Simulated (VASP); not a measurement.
Input of a VASP 6.6.1 run:

INCAR

```
PREC = Accurate
ENCUT = 600
EDIFF = 1E-6
ISMEAR = 0
SIGMA = 0.1
LREAL = F
LASPH = T
NELM = 80
ALGO = Normal
ISIF = 3
LWAVE = F
LCHARG = F
GGA = PE
IBRION = 2
NSW = 90
EDIFFG = -0.04
```

File KPOINTS:

```
Automatic mesh
0
Gamma
  6 6 4
```

The input POSCAR:

```
B3N2Cl
1.0
    2.6240369582      0.0000000000      0.0000000000
    0.0000000000      2.6240369582      0.0000000000
    0.0000000000      0.0000000000      6.9012772858
B N Cl
3 2 1
Direct
    0.0000000000      0.0000000000      0.2529321524
    0.0000000000      0.0000000000      0.7470678476
    0.5000000000      0.5000000000      0.0000000000
    0.5000000000      0.0000000000      0.1315774960
    0.0000000000      0.5000000000      0.8684225040
    0.5000000000      0.5000000000      0.5000000000
```

Potentials or basis: VASP PAW PBE potentials, release 64 (B, N, Cl).

Launch:

```sh
$ cat potpaw_PBE.64/B/POTCAR potpaw_PBE.64/N/POTCAR potpaw_PBE.64/Cl/POTCAR > POTCAR
$ mpirun -np 1 vasp_std > vasp.out
```

Question: Predict the band gap on the k mesh.

Answer: Zero (bands 13 and 14 overlap by 3.30 eV).

Stress tensor (GPa, compression positive):
```
-0.02  0.00  0.00
 0.00 -0.02  0.00
 0.00  0.00 -0.10
```

Caveat: the k points lie up to 0.40 Å⁻¹ apart in the final cell, too coarse for converged energies and pressures of a metal; the relaxation stopped at its first step, so nothing moved.
